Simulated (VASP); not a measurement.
# H4C in VASP: a series of runs, part 2 of 3

VASP 6.6.1. The steps go on from the part before.

## Step 3: Relaxation of the atoms, LDA

The input, INCAR:

```
SYSTEM = H4C
ALGO     = Normal         ! electronic algorithm
EDIFF    = 1E-7           ! SCF threshold, eV
EDIFFG   = -0.3           ! ionic threshold
ENCUT    = 520            ! plane-wave cutoff, eV
GGA      = CA             ! functional
IBRION   = 2              ! ionic algorithm
ISIF     = 2              ! what is computed and relaxed
ISMEAR   = -1             ! smearing method
LASPH    = .TRUE.         ! aspherical terms in the spheres
LCHARG   = .FALSE.        ! write CHGCAR
LREAL    = Auto         
LWAVE    = .FALSE.        ! write WAVECAR
NELM     = 60             ! most SCF steps
NSW      = 35             ! ionic steps
PREC     = Accurate       ! precision mode
SIGMA    = 0.02           ! smearing width, eV
```

The input, KPOINTS:

```
k-points
0
G
  1 1 1
  0 0 0
```

The input, POSCAR:

```
H4C
1.0
    7.3876590000      0.0000000000      0.0000000000
    0.0000000000      7.3876590000      0.0000000000
    0.0000000000      0.0000000000      7.3876590000
C H
8 32
Direct
    0.4534712000      0.6890805000      0.3855286000
    0.7402761000      0.1992670000      0.3425703000
    0.3579635000      0.1609313000      0.9220181000
    0.1355425000      0.7776748000      0.9144470000
    0.9311049000      0.5045283000      0.7365732000
    0.2381797000      0.2182750000      0.3430149000
    0.9250230000      0.7793453000      0.3216560000
    0.5880156000      0.0484854000      0.6305885000
    0.5308629000      0.7536110000      0.4932411000
    0.4075484000      0.5563895000      0.4306932000
    0.5387665000      0.6735950000      0.2661948000
    0.3367071000      0.7727263000      0.3519854000
    0.7574148000      0.0654178000      0.2830195000
    0.8102407000      0.2046846000      0.4723055000
    0.5966614000      0.2259646000      0.3630075000
    0.7967875000      0.3010010000      0.2519486000
    0.4085850000      0.1098586000      1.0507996000
    0.3488647000      0.0499643000      0.8252753000
    0.4501183000      0.2638254000      0.8702885000
    0.2242859000      0.2200771000      0.9417090000
    0.2641113000      0.8427727000      0.8830153000
    0.0681179000      0.8517245000      1.0227346000
    0.1600257000      0.6387995000      0.9576889000
    0.0499150000      0.7774024000      0.7943492000
    0.8612899000      0.6339926000      0.7255970000
    1.0313770000      0.4934637000      0.6289686000
    0.8333686000      0.3947575000      0.7241780000
    0.9983843000      0.4958992000      0.8675490000
    0.2942378000      0.2025872000      0.4785399000
    0.1777929000      0.0908551000      0.2997340000
    0.3457222000      0.2560230000      0.2493915000
    0.1349661000      0.3236348000      0.3443943000
    1.0106178000      0.8639198000      0.4069574000
    0.8398581000      0.6940490000      0.4066684000
    1.0097430000      0.6943278000      0.2359228000
    0.8398731000      0.8650847000      0.2370753000
    0.5370604000      0.0341523000      0.4929158000
    0.7333459000      0.0233365000      0.6320921000
    0.5203727000     -0.0487996000      0.7184275000
    0.5612834000      0.1852525000      0.6789185000
```

Potentials or basis: VASP PAW LDA potentials, release 64 (C, H).

Started as:

```
$ cat potpaw_LDA.64/C/POTCAR potpaw_LDA.64/H/POTCAR > POTCAR
$ mpirun -np 1 vasp_gam > vasp.out
```

Run time: 5.4 min. Hardware: 1 thread of Intel Xeon Platinum 8488C (Sapphire Rapids), shared host; peak memory 0.3 GiB.

It converged, with:

```
Free energy                  : -198.9397 eV
Energy gained by relaxing    : 28.3 meV/atom
Ionic steps                  : 18
Pressure after relaxing      : 0.7 GPa
Largest force after relaxing : 0.240 eV/Å
Band gap on the k mesh       : 6.72 eV
```

Forces in eV/Å, atoms in the order of the input:
```
C   -0.025 -0.033 -0.031
C    0.166  0.106 -0.137
C    0.067  0.074 -0.019
C    0.073 -0.027 -0.006
C    0.001  0.047 -0.090
C   -0.038 -0.049  0.033
C    0.015  0.076  0.053
C    0.011  0.074  0.126
H    0.048 -0.099  0.083
H   -0.107 -0.201  0.002
H    0.049 -0.060 -0.128
H   -0.056  0.023 -0.023
H   -0.096 -0.010  0.047
H   -0.083 -0.070  0.006
H   -0.064 -0.006  0.033
H    0.017  0.092 -0.124
H    0.077 -0.050 -0.109
H    0.015  0.133 -0.041
H    0.053  0.074 -0.031
H   -0.136  0.050 -0.009
H    0.109 -0.083 -0.059
H   -0.067  0.037  0.087
H   -0.084 -0.077  0.010
H   -0.014 -0.050 -0.041
H    0.028 -0.002  0.045
H    0.039  0.037  0.064
H   -0.116 -0.133  0.043
H    0.005  0.005 -0.004
H    0.039 -0.017  0.180
H   -0.056 -0.036  0.015
H    0.070  0.076  0.024
H   -0.121  0.113  0.047
H    0.041  0.075  0.007
H   -0.116 -0.065  0.084
H    0.092 -0.089 -0.076
H   -0.018 -0.041 -0.019
H    0.020  0.133  0.003
H    0.083  0.017 -0.055
H   -0.015 -0.035  0.008
H    0.093 -0.010  0.004
```

Stress tensor (GPa, compression positive):
```
 0.94  0.38 -0.34
 0.38  0.62  0.20
-0.34  0.20  0.62
```

The path:
```
step  energy change (eV)  largest force (eV/Å)  pressure (GPa)
   1              0.0000                0.9328            2.90
   2             -0.0931                1.1387            1.43
   3             -0.0984                0.9968            1.70
   4             -0.1836                0.4965            1.15
   5             -0.2464                0.6672            0.18
   6             -0.3464                0.4681            0.43
   7             -0.5271                0.5992            1.20
   8             -0.4016                2.2649            2.85
   9             -0.5549                1.0817            1.69
  10             -0.6364                0.4938            1.70
  11             -0.6672                0.8372            1.72
  12             -0.7602                0.6808            1.38
  13             -0.9527                0.5394            0.33
  14             -0.9474                0.9731           -1.81
  15             -1.0161                0.6001           -0.70
  16             -1.0878                0.5107           -0.24
  17             -1.0895                0.6968           -0.16
  18             -1.1315                0.2399            0.73
```

Final structure:
```yaml
crystal:
  lattice:
    - [7.38766, 0.00000, 0.00000]
    - [0.00000, 7.38766, 0.00000]
    - [0.00000, 0.00000, 7.38766]
  atoms:
    - { symbol: C, position: [0.44987, 0.67675, 0.38203] }
    - { symbol: C, position: [0.75486, 0.24127, 0.30894] }
    - { symbol: C, position: [0.33701, 0.18695, 0.93935] }
    - { symbol: C, position: [0.15893, 0.79404, 0.92320] }
    - { symbol: C, position: [0.90613, 0.47334, 0.72336] }
    - { symbol: C, position: [0.22703, 0.22726, 0.35536] }
    - { symbol: C, position: [0.92877, 0.76478, 0.32648] }
    - { symbol: C, position: [0.60561, 0.01151, 0.63761] }
    - { symbol: H, position: [0.53021, 0.73454, 0.49193] }
    - { symbol: H, position: [0.39856, 0.54410, 0.42258] }
    - { symbol: H, position: [0.53582, 0.66295, 0.26211] }
    - { symbol: H, position: [0.33598, 0.76754, 0.35267] }
    - { symbol: H, position: [0.75532, 0.10138, 0.25880] }
    - { symbol: H, position: [0.83313, 0.24910, 0.43503] }
    - { symbol: H, position: [0.61671, 0.28919, 0.33137] }
    - { symbol: H, position: [0.82099, 0.32810, 0.20826] }
    - { symbol: H, position: [0.39775, 0.10851, 0.05008] }
    - { symbol: H, position: [0.31487, 0.09849, 0.82273] }
    - { symbol: H, position: [0.42738, 0.29888, 0.90261] }
    - { symbol: H, position: [0.20770, 0.24121, 0.98789] }
    - { symbol: H, position: [0.29397, 0.84955, 0.89835] }
    - { symbol: H, position: [0.09301, 0.87885, 0.02542] }
    - { symbol: H, position: [0.17116, 0.65470, 0.97271] }
    - { symbol: H, position: [0.07987, 0.79686, 0.79732] }
    - { symbol: H, position: [0.83202, 0.60253, 0.71759] }
    - { symbol: H, position: [0.01584, 0.47525, 0.62248] }
    - { symbol: H, position: [0.81342, 0.36263, 0.68959] }
    - { symbol: H, position: [0.96271, 0.45352, 0.85941] }
    - { symbol: H, position: [0.27945, 0.20745, 0.49230] }
    - { symbol: H, position: [0.17272, 0.09927, 0.30265] }
    - { symbol: H, position: [0.33505, 0.27279, 0.26551] }
    - { symbol: H, position: [0.11916, 0.32854, 0.35720] }
    - { symbol: H, position: [0.00813, 0.86363, 0.40422] }
    - { symbol: H, position: [0.84237, 0.68859, 0.41935] }
    - { symbol: H, position: [0.02056, 0.67215, 0.25645] }
    - { symbol: H, position: [0.84517, 0.83689, 0.22693] }
    - { symbol: H, position: [0.54052, 0.98635, 0.50661] }
    - { symbol: H, position: [0.75034, 0.97874, 0.62798] }
    - { symbol: H, position: [0.54254, 0.92560, 0.74154] }
    - { symbol: H, position: [0.58726, 0.15412, 0.67598] }
```

Levels at points of the mesh, in eV from the valence-band top:
| k point | band 29 | band 30 | band 31 | band 32 | band 33 | band 34 | band 35 | band 36 |
| --- | --- | --- | --- | --- | --- | --- | --- | --- |
| (0.00, 0.00, 0.00) | -0.29 | -0.16 | -0.10 | 0.00 | 6.72 | 8.53 | 8.81 | 8.89 |

Caveat: the k points lie up to 0.85 Å⁻¹ apart; the relaxation stopped at a loose force limit of 0.3 eV/Å, so its end isn't a converged minimum.

## Step 4: Single point, LDA

The input, INCAR:

```
SYSTEM = H4C
ALGO = Normal
EDIFF = 1E-6
ENCUT = 910
GGA_COMPAT = .FALSE.
ISIF = 2
ISMEAR = -1
LASPH = .TRUE.
LCHARG = .FALSE.
LREAL = Auto
LWAVE = .FALSE.
NBANDS = 58
NELM = 120
PREC = Accurate
SIGMA = 0.02
```

KPOINTS is that of step 3.

The input, POSCAR:

```
H4C
1.0
    7.3876590000      0.0000000000      0.0000000000
    0.0000000000      7.3876590000      0.0000000000
    0.0000000000      0.0000000000      7.3876590000
C H
8 32
Direct
    0.4436311874      0.6511701783      0.3886112945
    0.7211532676      0.2482954391      0.2557347747
    0.3538851896      0.2271705584      0.9152137439
    0.1834946485      0.7869043731      0.9233952344
    0.8988898129      0.4720782182      0.7367948211
    0.1940335615      0.2298248896      0.3893378009
    0.9309936269      0.7614175268      0.3325882638
    0.6435928673      0.0003963107      0.6547415880
    0.5321735361      0.6951918054      0.4995448967
    0.3648965945      0.5323854219      0.4311033112
    0.5271242571      0.6155596418      0.2707460937
    0.3503372097      0.7616818024      0.3528388280
    0.6996525486      0.1112013156      0.2022935919
    0.7977007678      0.2389686022      0.3830563452
    0.5898871876      0.3136446204      0.2808591892
    0.7986888717      0.3291909330      0.1573139551
    0.4302094410      0.1559855363      1.0210668198
    0.3331956845      0.1352247813      0.8007802705
    0.4305719374      0.3466395108      0.8708533286
    0.2221247934      0.2695044754      0.9699480577
    0.3240001672      0.8166356276      0.8842391958
    0.1396447730      0.8849047757      1.0262429003
    0.1741977772      0.6492031492      0.9781527618
    0.0957605519      0.7972130822      0.8035848570
    0.8249545883      0.6007925422      0.7475810852
    1.0174056899      0.4905439150      0.6483480204
    0.8100060513      0.3668331131      0.6788195795
    0.9447413035      0.4300974565      0.8724311632
    0.2736542028      0.1979644435      0.5111495741
    0.1207184759      0.1091755342      0.3429163164
    0.2842528595      0.2762991324      0.2806662952
    0.0959154673      0.3369293245      0.4215568089
    1.0081288400      0.8660774453      0.4047884920
    0.8483374796      0.6851922169      0.4296160511
    1.0254056563      0.6698959850      0.2634681079
    0.8424839643      0.8263191248      0.2323405188
    0.5531378066      0.0136985580      0.5371659653
    0.7765680533     -0.0462958677      0.6079044767
    0.5862273004     -0.0980100903      0.7509071294
    0.6561048003      0.1320325915      0.7232811923
```

Potentials or basis: VASP PAW LDA potentials, release 64 (C_h, H_h).

Started as:

```
$ cat potpaw_LDA.64/C_h/POTCAR potpaw_LDA.64/H_h/POTCAR > POTCAR
$ mpirun -np 1 vasp_gam > vasp.out
```

Wall time 77 s (1 thread of Intel Xeon Platinum 8259CL at 2.50GHz (Skylake/Cascade Lake), shared host); peak memory 0.63 GiB.

The run converged. Its results:

* Free energy: -199.4035 eV
* Pressure: -0.2 GPa
* Largest force: 0.127 eV/Å
* Band gap on the k mesh: 6.89 eV

Forces in eV/Å, atoms in the order of the input:
```
C   -0.037 -0.004 -0.008
C    0.019  0.087 -0.014
C    0.025  0.026  0.023
C    0.007  0.040 -0.028
C   -0.020 -0.111 -0.004
C    0.019  0.029  0.022
C   -0.005 -0.027 -0.009
C   -0.079  0.039  0.058
H    0.005 -0.008  0.023
H   -0.002  0.004  0.010
H   -0.007  0.001 -0.006
H    0.023 -0.012 -0.002
H   -0.013 -0.028 -0.038
H   -0.024  0.005 -0.011
H    0.044 -0.014 -0.021
H   -0.040 -0.046  0.018
H    0.039 -0.001  0.010
H    0.008 -0.018 -0.036
H    0.009  0.018 -0.021
H   -0.041  0.031  0.001
H    0.020 -0.011 -0.005
H   -0.006  0.015  0.018
H    0.008 -0.046  0.026
H   -0.007  0.017  0.002
H   -0.013  0.016  0.003
H   -0.027  0.007  0.067
H    0.071  0.097  0.042
H   -0.020  0.010 -0.083
H   -0.032 -0.006 -0.054
H   -0.014 -0.033  0.018
H   -0.026 -0.003  0.029
H    0.014 -0.013  0.009
H    0.019  0.021  0.025
H   -0.019 -0.020  0.024
H    0.018 -0.021 -0.022
H   -0.023  0.016 -0.019
H   -0.006  0.007  0.029
H    0.087 -0.025 -0.025
H    0.000 -0.003 -0.032
H    0.023 -0.036 -0.021
```

Stress tensor (GPa, compression positive):
```
 0.01  0.07 -0.11
 0.07 -0.30  0.09
-0.11  0.09 -0.37
```

Levels at points of the mesh, in eV from the valence-band top:
```tsv
k point	band 28	band 29	band 30	band 31	band 32	band 33	band 34	band 35	band 36	band 37
(0.00, 0.00, 0.00)	-0.23	-0.17	-0.11	-0.09	0.00	6.89	8.75	9.07	9.13	9.19
```

Caveat: the k points lie up to 0.85 Å⁻¹ apart; the cutoff is under 1.25 times the usual one of these potentials, so pressure, stress and relaxed cells hold a basis-set (Pulay) error.

(Part 2 of 3 ends here.)
